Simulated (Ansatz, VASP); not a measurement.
**Li2S in VASP and in Ansatz**

The input INCAR:

```
SYSTEM = Li2S
  PREC = Accurate
  ENCUT = 750
  EDIFF = 1E-6
  ISMEAR = 0
  SIGMA = 0.01
  LREAL = .False.
  LASPH = .True.
  NELM = 120
  ALGO = Normal
  ISIF = 2
  LWAVE = .False.
  LCHARG = .False.
  GGA = PE
  NBANDS = 13
  GGA_COMPAT = .False.
```

Contents of KPOINTS:

```
regular mesh
0
Gamma
  6 6 6
  0 0 0
```

The input POSCAR:

```
Li2S
1.0
    0.0000000000      2.9087677384      2.9087677384
    2.9087677384      0.0000000000      2.9087677384
    2.9087677384      2.9087677384      0.0000000000
Li S
2 1
Direct
    0.2500000000      0.2500000000      0.2500000000
    0.7500000000      0.7500000000      0.7500000000
    0.0000000000      0.0000000000      0.0000000000
```

Input for Ansatz:

```yaml
crystal:
  lattice:
    - [0.0, 2.9087677384, 2.9087677384]
    - [2.9087677384, 0.0, 2.9087677384]
    - [2.9087677384, 2.9087677384, 0.0]
  atoms:
    - { symbol: Li, position: [0.25, 0.25, 0.25] }
    - { symbol: Li, position: [0.75, 0.75, 0.75] }
    - { symbol: S, position: [0.0, 0.0, 0.0] }
kpoints:
  mp_grid: { grid: [6, 6, 6] }
hamiltonian:
  xc: pbe
scf:
  occupations: { method: fixed }
  n_extra_bands: 4
output:
  forces: true
  stress: true
  eigenvalues: true
```

Alike in both runs: task single point; functional PBE; k mesh 6 × 6 × 6; no spin polarisation.

|  | VASP | Ansatz |
| --- | --- | --- |
| version | VASP 6.6.1 | Ansatz 0.2.0 |
| potentials or method | VASP PAW PBE potentials, release 64 (Li_sv, S) | plane waves, PAW |
| plane-wave cutoff (eV) | 750 | 420 |
| occupations | gaussian, width 0.01 eV | fixed |
| valence electrons in the cell | 12 | 12 |

```csv
,VASP,Ansatz,Ansatz less VASP
gap on the k mesh at the Fermi level (eV),3.42,3.42,+0.001
pressure (GPa),-2.2,-2.1,+0.12
```
